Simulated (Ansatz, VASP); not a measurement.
**Ga2O3 in VASP and in Ansatz**

Contents of INCAR:

```
SYSTEM = Ga2O3
PREC     = Accurate       ! precision mode
ENCUT    = 520            ! plane-wave cutoff, eV
EDIFF    = 1E-6           ! SCF threshold, eV
ISMEAR   = -1             ! smearing method
SIGMA    = 0.02           ! smearing width, eV
LREAL    = .FALSE.        ! projectors in reciprocal space
LASPH    = .TRUE.         ! aspherical terms in the spheres
NELM     = 60             ! most SCF steps
ALGO     = Normal         ! electronic algorithm
ISIF     = 2              ! what is computed and relaxed
LWAVE    = .FALSE.        ! write WAVECAR
LCHARG   = .TRUE.         ! write CHGCAR
GGA      = PE             ! functional
LELF     = .TRUE.         ! ELF
LVHAR    = .TRUE.       
NBANDS   = 55             ! bands
```

Contents of KPOINTS:

```
regular mesh
0
G
  8 8 4
  0 0 0
```

The input POSCAR:

```
Ga2O3
1.0
    5.9435908890     -1.4739712181     -0.0026696340
    5.9435908890      1.4739712181     -0.0026696340
   -1.3421295291      0.0000000000      5.7625237931
Ga O
4 6
Direct
    0.3422886102      0.3422886102      0.6805108439
    0.6577113898      0.6577113898      0.3194891561
    0.9013931246      0.9013931246      0.1930551927
    0.0986068754      0.0986068754      0.8069448073
    0.5066318416      0.5066318416      0.7533351748
    0.4933681584      0.4933681584      0.2466648252
    0.8293402453      0.8293402453      0.4407122432
    0.1706597547      0.1706597547      0.5592877568
    0.1722672795      0.1722672795      0.1148276738
    0.8277327205      0.8277327205      0.8851723262
```

Input for Ansatz:

```yaml
crystal:
  lattice:
    - [5.943590889, -1.4739712181, -0.002669634]
    - [5.943590889, 1.4739712181, -0.002669634]
    - [-1.3421295291, 0.0, 5.7625237931]
  atoms:
    - { symbol: Ga, position: [0.3422886102, 0.3422886102, 0.6805108439] }
    - { symbol: Ga, position: [0.6577113898, 0.6577113898, 0.3194891561] }
    - { symbol: Ga, position: [0.9013931246, 0.9013931246, 0.1930551927] }
    - { symbol: Ga, position: [0.0986068754, 0.0986068754, 0.8069448073] }
    - { symbol: O, position: [0.5066318416, 0.5066318416, 0.7533351748] }
    - { symbol: O, position: [0.4933681584, 0.4933681584, 0.2466648252] }
    - { symbol: O, position: [0.8293402453, 0.8293402453, 0.4407122432] }
    - { symbol: O, position: [0.1706597547, 0.1706597547, 0.5592877568] }
    - { symbol: O, position: [0.1722672795, 0.1722672795, 0.1148276738] }
    - { symbol: O, position: [0.8277327205, 0.8277327205, 0.8851723262] }
kpoints:
  mp_grid: { grid: [8, 8, 4] }
  band_path:
    path:
      - [0.0, 0.0, 0.0]
      - [-0.266303588, 0.266303588, 0.0]
      - [-0.733696412, -0.266303588, 0.0]
      - [-0.5, -0.5, 0.0]
      - [-0.5, -0.5, 0.5]
      - [-0.7419050365, -0.2580949635, 0.5]
      - [-0.2580949635, 0.2580949635, 0.5]
      - [0.0, 0.0, 0.5]
      - [-0.5, 0.0, 0.5]
      - [0.4375, -0.4375, -0.5]
    npoints: 1
hamiltonian:
  xc: pbe
scf:
  occupations: { method: fermi_dirac, width: 0.02 }
  n_extra_bands: 6
output:
  forces: true
  stress: true
  eigenvalues: true
```

Change from the starting cell: epitaxial_xy strain -3.0%.

Alike in both runs: task single point; functional PBE; k mesh 8 × 8 × 4; occupations fermi-dirac, width 0.02 eV; no spin polarisation.

```csv
,VASP,Ansatz
version,VASP 6.6.1,Ansatz 0.2.0
potentials or method,"VASP PAW PBE potentials, release 64 (Ga_d, O)","plane waves, PAW"
plane-wave cutoff (eV),520,420
valence electrons in the cell,88,88
```

```tsv
	VASP	Ansatz	Ansatz less VASP
gap on the k mesh at the Fermi level (eV)	2.60	2.61	+0.015
pressure (GPa)	15.9	15.3	-0.61
traceless stress, the component that is largest in VASP (GPa)	-6.55	-6.56	-0.005
rms of the force components (eV/Å)	0.077	0.070	-0.0070
```

Atom by atom the forces differ by 0.013 eV/Å (rms over components).
